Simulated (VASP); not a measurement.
Input of a VASP 6.6.1 run:

File INCAR:

```
SYSTEM = Mg3Cd2Te5
PREC = Accurate
ENCUT = 520
EDIFF = 1E-6
ISMEAR = 0
SIGMA = 0.1
LREAL = .False.
LASPH = .True.
NELM = 60
ALGO = Normal
ISIF = 2
LWAVE = .False.
LCHARG = .True.
GGA = PE
LELF = .True.
LVHAR = .True.
NBANDS = 41
```

KPOINTS

```
Automatic mesh
0
Gamma
  6 6 6
  0 0 0
```

POSCAR

```
Mg3Cd2Te5
1.0
   -2.3129539500      2.3129539500     16.3051893993
    2.3129539500     -2.3129539500     16.3051893993
    2.3129539500      2.3129539500    -16.3051893993
Mg Cd Te
3 2 5
Direct
    0.0986299718      0.0986299718      0.0000000000
    0.5000000000      0.5000000000      0.0000000000
    0.9013700282      0.9013700282      0.0000000000
    0.6989764882      0.6989764882      0.0000000000
    0.3010235118      0.3010235118      0.0000000000
    0.0493242733      0.5493242733      0.5000000000
    0.4506757267      0.9506757267      0.5000000000
    0.8523818603      0.3523818603      0.5000000000
    0.2500000000      0.7500000000      0.5000000000
    0.6476181397      0.1476181397      0.5000000000
```

Potentials or basis: VASP PAW PBE potentials, release 64 (Mg, Cd, Te).

Run with:

```bash
$ cat potpaw_PBE.64/Mg/POTCAR potpaw_PBE.64/Cd/POTCAR potpaw_PBE.64/Te/POTCAR > POTCAR
$ mpirun -np 1 vasp_std > vasp.out
```

Problem. Predict the band gap on the k mesh.

Solution. 1.48 eV.

Problem. Predict the pressure.

Solution. 0.3 GPa.

Problem. Predict the largest force.

Solution. 0.025 eV/Å.

Forces in eV/Å, atoms in the order of the input:
```
Mg   0.000  0.000 -0.003
Mg   0.000  0.000  0.000
Mg   0.000  0.000  0.003
Cd   0.000  0.000 -0.012
Cd   0.000  0.000  0.012
Te   0.000  0.000 -0.001
Te   0.000  0.000  0.001
Te   0.000  0.000  0.025
Te   0.000  0.000  0.000
Te   0.000  0.000 -0.025
```

Caveat: spin-orbit coupling is left out, which moves the levels of the heavy elements. A k mesh can miss the band edges.
